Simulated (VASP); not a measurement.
A run of VASP 6.6.1 is set up as follows.

File INCAR:

```
SYSTEM = AlRu
PREC = Accurate
ENCUT = 520
EDIFF = 1E-6
ISMEAR = -1
SIGMA = 0.08
LREAL = .False.
LASPH = .True.
NELM = 80
ALGO = Normal
ISIF = 2
LWAVE = .False.
LCHARG = .True.
GGA = PE
LELF = .True.
LVHAR = .True.
NBANDS = 25
```

The input KPOINTS:

```
Automatic mesh
0
Gamma
  11 11 6
  0 0 0
```

Contents of POSCAR:

```
AlRu
1.0
    2.4760399276      0.0000000000      0.0000000000
   -1.2380199638      2.1443134781      0.0000000000
    0.0000000000      0.0000000000      6.8124706658
Ru Al
2 2
Direct
    0.0000000000      0.0000000000      0.0000000000
    0.0000000000      0.0000000000      0.5000000000
    0.3333333333      0.6666666667      0.2500000000
    0.6666666667      0.3333333333      0.7500000000
```

Potentials or basis: VASP PAW PBE potentials, release 64 (Ru_pv, Al).

The run is started by

```console
$ cat potpaw_PBE.64/Ru_pv/POTCAR potpaw_PBE.64/Al/POTCAR > POTCAR
$ mpirun -np 1 vasp_std > vasp.out
```

What does it give for the pressure?

224.0 GPa.

What does it give for the band gap on the k mesh?

Zero (band 17 reaches 20.88 eV, above the bottom of band 18 at 17.01 eV).
